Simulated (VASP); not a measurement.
# SnO2 (P6_3/mmc) in VASP: further runs, part 2 of 2

VASP 6.6.1. Earlier steps stand in the parts before.

## 3. Single point, LDA

The input, INCAR:

```
ALGO = Normal
EDIFF = 1E-7
ENCUT = 520
ISIF = 2
ISMEAR = 0
LASPH = True
LCHARG = False
LREAL = False
LWAVE = False
NBANDS = 35
NELM = 80
PREC = Accurate
SIGMA = 0.01
```

The input, KPOINTS:

```
k-points
0
Gamma
  6 6 2
```

The input, POSCAR:

```
SnO2
1.0
    3.2305760000      0.0000000000      0.0000000000
   -1.6152880000      2.7977608849      0.0000000000
    0.0000000000      0.0000000000     10.7905620000
Sn O
2 4
Direct
    0.0000000000      0.0000000000      0.5000000000
    0.0000000000      0.0000000000      0.0000000000
    0.6666666667      0.3333333333      0.4058620000
    0.6666666667      0.3333333333      0.0941380000
    0.3333333333      0.6666666667      0.5941380000
    0.3333333333      0.6666666667      0.9058620000
```

Potentials or basis: VASP PAW LDA potentials, release 64 (Sn_d, O).

Launch:

```console
cat potpaw_LDA.64/Sn_d/POTCAR potpaw_LDA.64/O/POTCAR > POTCAR
mpirun -np 1 vasp_std > vasp.out
```

OUTCAR:

```text
EDIFF = 1E-7
   ENCUT = 520
   ISIF = 2
   ISMEAR = 0
   LASPH = True
   LREAL = False
   NELM = 80
   PREC = Accurate

 ion  position               nearest neighbor table
   1  0.000  0.000  0.500-   3 2.12   5 2.12   3 2.12   5 2.12   3 2.12   5 2.12
   2  0.000  0.000  0.000-   4 2.12   6 2.12   4 2.12   6 2.12   4 2.12   6 2.12
   3  0.667  0.333  0.406-   1 2.12   1 2.12   1 2.12
   4  0.667  0.333  0.094-   2 2.12   2 2.12   2 2.12
   5  0.333  0.667  0.594-   1 2.12   1 2.12   1 2.12
   6  0.333  0.667  0.906-   2 2.12   2 2.12   2 2.12

  LATTYP: Found a hexagonal cell.
[... 726 lines left out ...]
  -------------------------------------------------------------------------------------
  Total       -5.0799792     -5.0799792     -2.8598424      0.0000000     -0.0000000      0.0000000
  in kB      -83.4522195    -83.4522195    -46.9805464      0.0000000     -0.0000000      0.0000000
  external PRESSURE =     -71.2949952 kB  Pullay stress =       0.0000000 kB

 VOLUME and BASIS-vectors are now :
 -----------------------------------------------------------------------------
  energy-cutoff  :      520.00
  volume of cell :       97.53
      direct lattice vectors                 reciprocal lattice vectors
     3.230576000  0.000000000  0.000000000     0.309542323  0.178714344  0.000000000
    -1.615288000  2.797760885  0.000000000     0.000000000  0.357428687  0.000000000
     0.000000000  0.000000000 10.790562000     0.000000000  0.000000000  0.092673579

 POSITION                                       TOTAL-FORCE (eV/Angst)
 -----------------------------------------------------------------------------------
      0.00000      0.00000      5.39528        -0.000000      0.000000      0.000000
      0.00000      0.00000      0.00000        -0.000000      0.000000      0.000000
      1.61529      0.93259      4.37948         0.000000     -0.000000      0.636657
      1.61529      0.93259      1.01580         0.000000      0.000000     -0.636657
     -0.00000      1.86517      6.41108        -0.000000     -0.000000     -0.636657
     -0.00000      1.86517      9.77476        -0.000000     -0.000000      0.636657
 -----------------------------------------------------------------------------------
    total drift:                               -0.000000      0.000000      0.000000

  FREE ENERGIE OF THE ION-ELECTRON SYSTEM (eV)
  ---------------------------------------------------
  free  energy   TOTEN  =       -40.7281041825 eV

  energy  without entropy=      -40.7281041825  energy(sigma->0) =      -40.72810418
```

OSZICAR:

```text
N       E                     dE             d eps       ncg     rms          rms(c)
DAV:   1     0.633450269613E+03    0.63345E+03   -0.25718E+04  1072   0.208E+03
DAV:   2     0.606184864840E+02   -0.57283E+03   -0.54136E+03  1068   0.585E+02
DAV:   3    -0.409178762370E+02   -0.10154E+03   -0.99924E+02  1087   0.208E+02
DAV:   4    -0.463966983853E+02   -0.54788E+01   -0.54442E+01  1189   0.541E+01
DAV:   5    -0.465592660846E+02   -0.16257E+00   -0.16237E+00  1254   0.950E+00    0.147E+01
DAV:   6    -0.408340161260E+02    0.57252E+01   -0.17589E+01  1478   0.641E+01    0.636E+00
DAV:   7    -0.408326301667E+02    0.13860E-02   -0.20985E+00  1073   0.851E+00    0.312E+00
DAV:   8    -0.407464761778E+02    0.86154E-01   -0.23686E-01  1422   0.368E+00    0.922E-01
DAV:   9    -0.407275268450E+02    0.18949E-01   -0.26827E-02  1433   0.250E+00    0.134E-01
DAV:  10    -0.407281049957E+02   -0.57815E-03   -0.53028E-03  1304   0.738E-01    0.787E-02
DAV:  11    -0.407280976126E+02    0.73831E-05   -0.51768E-04  1522   0.270E-01    0.230E-02
DAV:  12    -0.407281046679E+02   -0.70553E-05   -0.36905E-05  1185   0.448E-02    0.130E-02
DAV:  13    -0.407281041513E+02    0.51662E-06   -0.63944E-06  1574   0.189E-02    0.211E-03
DAV:  14    -0.407281041825E+02   -0.31161E-07   -0.34018E-07  1110   0.541E-03
   1 F= -.40728104E+02 E0= -.40728104E+02  d E =-.108271E-16
```

stdout:

```text
POSCAR found type information on POSCAR SnO
 POSCAR found :  2 types and       6 ions
 scaLAPACK will be used
 LDA part: xc-table for (Slater(with rela. corr.)+CA(PZ))
 , standard interpolation
 POSCAR, INCAR and KPOINTS ok, starting setup
 FFT: planning ... GRIDC
 FFT: planning ... GRID_SOFT
 FFT: planning ... GRID
 WAVECAR not read
 entering main loop
```

Run time: 52 s. Hardware: 1 thread of Intel Xeon 8259CL, shared host; peak memory 0.19 GiB.

What came out:

- Free energy: -40.7281 eV
- Pressure: -7.1 GPa
- Largest force: 0.637 eV/Å
- Band gap on the k mesh: 1.97 eV (least direct gap 2.38 eV)

Forces on the atoms (eV/Å):
```
Sn   0.000  0.000  0.000
Sn   0.000  0.000  0.000
O    0.000  0.000  0.637
O    0.000  0.000 -0.637
O    0.000  0.000 -0.637
O    0.000  0.000  0.637
```

Stress tensor (GPa, compression positive):
```
-8.35  0.00  0.00
 0.00 -8.35  0.00
 0.00  0.00 -4.70
```

Levels at points of the mesh, in eV from the valence-band top:
| k point | band 24 | band 25 | band 26 | band 27 | band 28 | band 29 |
| --- | --- | --- | --- | --- | --- | --- |
| (0.00, 0.00, 0.00) | -0.86 | -0.86 | -0.40 | 1.97 | 2.71 | 5.25 |
| (0.50, 0.00, 0.00) | -0.52 | -0.45 | -0.07 | 4.95 | 5.09 | 6.75 |
| (0.00, 0.00, 0.50) | -0.88 | -0.74 | -0.74 | 2.35 | 2.35 | 5.43 |
| (0.50, 0.00, 0.50) | -0.54 | -0.24 | -0.24 | 5.02 | 5.02 | 7.03 |

Caveat: the cell stands under tension; spin-orbit coupling is left out, which moves the levels of the heavy elements. A k mesh can miss the band edges.

## 4. Single point, BLYP

The input, INCAR:

```
SYSTEM = SnO2
  PREC = Accurate
  ENCUT = 520
  EDIFF = 1E-7
  ISMEAR = 0
  SIGMA = 0.01
  LREAL = .FALSE.
  LASPH = .TRUE.
  NELM = 80
  ALGO = Normal
  ISIF = 2
  LWAVE = .FALSE.
  LCHARG = .TRUE.
  GGA = B5
  ALDAX = 1.0
  AGGAX = 1.0
  AGGAC = 1.0
  ALDAC = 0.0
  LELF = .TRUE.
  LVHAR = .TRUE.
  NBANDS = 35
```

The input, KPOINTS:

```
regular mesh
0
G
  6 6 2
  0 0 0
```

POSCAR is that of step 3.

Potentials or basis: VASP PAW PBE potentials, release 64 (Sn_d, O).

Launch:

```console
cat potpaw_PBE.64/Sn_d/POTCAR potpaw_PBE.64/O/POTCAR > POTCAR
mpirun -np 1 vasp_std > vasp.out
```

OUTCAR:

```text
SYSTEM = SnO2
   PREC = Accurate
   ENCUT = 520
   EDIFF = 1E-7
   ISMEAR = 0
   LREAL = .FALSE.
   LASPH = .TRUE.
   NELM = 80
   ISIF = 2
   GGA = B5

 ion  position               nearest neighbor table
   1  0.000  0.000  0.500-   3 2.12   5 2.12   3 2.12   5 2.12   3 2.12   5 2.12
   2  0.000  0.000  0.000-   4 2.12   6 2.12   4 2.12   6 2.12   4 2.12   6 2.12
   3  0.667  0.333  0.406-   1 2.12   1 2.12   1 2.12
   4  0.667  0.333  0.094-   2 2.12   2 2.12   2 2.12
   5  0.333  0.667  0.594-   1 2.12   1 2.12   1 2.12
   6  0.333  0.667  0.906-   2 2.12   2 2.12   2 2.12

  LATTYP: Found a hexagonal cell.
 ALAT       =     3.2305760000
 C/A-ratio  =     3.3401356291

  Lattice vectors:

 A1 = (   3.2305760000,   0.0000000000,   0.0000000000)
 A2 = (  -1.6152880000,   2.7977608849,   0.0000000000)
 A3 = (   0.0000000000,   0.0000000000,  10.7905620000)

Analysis of symmetry for initial positions (statically):
=====================================================================
 Subroutine PRICEL returns:
 Original cell was already a primitive cell.

[... 171 lines left out ...]
 cond. band min:       4.4199823787   @ k =   0.0000   0.0000   0.0000
 fundamental gap:      2.0837612747
 Fermi energy:         2.4651635773

 k-point     1 :       0.0000    0.0000    0.0000
  band No.  band energies     occupation
      1     -17.6559      2.00000
      2     -17.6553      2.00000
      3     -17.4780      2.00000
      4     -17.4780      2.00000
      5     -17.4780      2.00000
      6     -17.4780      2.00000
[... 521 lines left out ...]
     34      12.6462      0.00000
     35      14.4221      0.00000

------------------------ aborting loop because EDIFF is reached ----------------------------------------

  FORCE on cell =-STRESS in cart. coord.  units (eV):
  Direction    XX          YY          ZZ          XY          YZ          ZX
  --------------------------------------------------------------------------------------
  -------------------------------------------------------------------------------------
  Total        3.0893204      3.0893204      1.1844347      0.0000000      0.0000000      0.0000000
  in kB       50.7503343     50.7503343     19.4575013      0.0000000      0.0000000      0.0000000
  external PRESSURE =      40.3193900 kB  Pullay stress =       0.0000000 kB

 VOLUME and BASIS-vectors are now :
 -----------------------------------------------------------------------------
  energy-cutoff  :      520.00
  volume of cell :       97.53
      direct lattice vectors                 reciprocal lattice vectors
     3.230576000  0.000000000  0.000000000     0.309542323  0.178714344  0.000000000
    -1.615288000  2.797760885  0.000000000     0.000000000  0.357428687  0.000000000
     0.000000000  0.000000000 10.790562000     0.000000000  0.000000000  0.092673579

 POSITION                                       TOTAL-FORCE (eV/Angst)
 -----------------------------------------------------------------------------------
      0.00000      0.00000      5.39528         0.000000     -0.000000     -0.000000
      0.00000      0.00000      0.00000         0.000000     -0.000000     -0.000000
      1.61529      0.93259      4.37948        -0.000000     -0.000000     -0.140441
      1.61529      0.93259      1.01580         0.000000     -0.000000      0.140441
     -0.00000      1.86517      6.41108        -0.000000      0.000000      0.140441
     -0.00000      1.86517      9.77476         0.000000     -0.000000     -0.140441
 -----------------------------------------------------------------------------------
    total drift:                               -0.000000      0.000000      0.000000

  FREE ENERGIE OF THE ION-ELECTRON SYSTEM (eV)
  ---------------------------------------------------
  free  energy   TOTEN  =       -33.8580997488 eV

  energy  without entropy=      -33.8580997488  energy(sigma->0) =      -33.85809975
```

Wall time 73 s (1 thread of Intel Xeon 8259CL, shared host); peak memory 0.21 GiB.

What came out:

```
Free energy            : -33.8581 eV
Pressure               : 4.0 GPa
Largest force          : 0.140 eV/Å
Band gap on the k mesh : 2.08 eV (least direct gap 2.46 eV)
```

Forces in eV/Å, atoms in the order of the input:
```
Sn   0.000  0.000  0.000
Sn   0.000  0.000  0.000
O    0.000  0.000 -0.140
O    0.000  0.000  0.140
O    0.000  0.000  0.140
O    0.000  0.000 -0.140
```

Stress tensor (GPa, compression positive):
```
5.08 0.00 0.00
0.00 5.08 0.00
0.00 0.00 1.95
```

Levels at points of the mesh, in eV from the valence-band top:
| k point | band 23 | band 24 | band 25 | band 26 | band 27 | band 28 | band 29 | band 30 |
| --- | --- | --- | --- | --- | --- | --- | --- | --- |
| (0.00, 0.00, 0.00) | -0.84 | -0.82 | -0.82 | -0.38 | 2.08 | 2.78 | 5.52 | 5.89 |
| (0.50, 0.00, 0.00) | -0.53 | -0.49 | -0.44 | -0.07 | 5.09 | 5.21 | 7.04 | 7.63 |
| (0.00, 0.00, 0.50) | -0.83 | -0.83 | -0.70 | -0.70 | 2.45 | 2.45 | 5.71 | 5.71 |
| (0.50, 0.00, 0.50) | -0.51 | -0.51 | -0.24 | -0.24 | 5.15 | 5.15 | 7.32 | 7.32 |

Caveat: the cell stands under pressure; the PAW data sets were made with another functional, which shifts forces and pressure a little; spin-orbit coupling is left out, which moves the levels of the heavy elements. A k mesh can miss the band edges.

## 5. Overview

| level | potentials or basis | gap on the mesh (eV) | pressure (GPa) | largest force (eV/Å) |
| --- | --- | --- | --- | --- |
| PBEsol | VASP PAW PBE potentials, release 64 (Sn_d, O) | 2.07 | -3.8 | 0.33 |
| LDA | VASP PAW LDA potentials, release 64 (Sn_d, O) | 1.97 | -7.1 | 0.64 |
| BLYP | VASP PAW PBE potentials, release 64 (Sn_d, O) | 2.08 | 4.0 | 0.14 |

Alike in all rows: task single point; no spin polarisation; cell as given; k mesh 6 × 6 × 2; cutoff (eV) 520; smearing gaussian 0.01 eV.

Caveats: spin-orbit coupling is left out, which moves the levels of the heavy elements; the cell stands under tension (at least some runs); the PAW data sets were made with another functional, which shifts forces and pressure a little (at least some runs); the cell stands under pressure (at least some runs).

Total energies depend on the potentials used, so only differences within one code and one set of settings carry meaning.
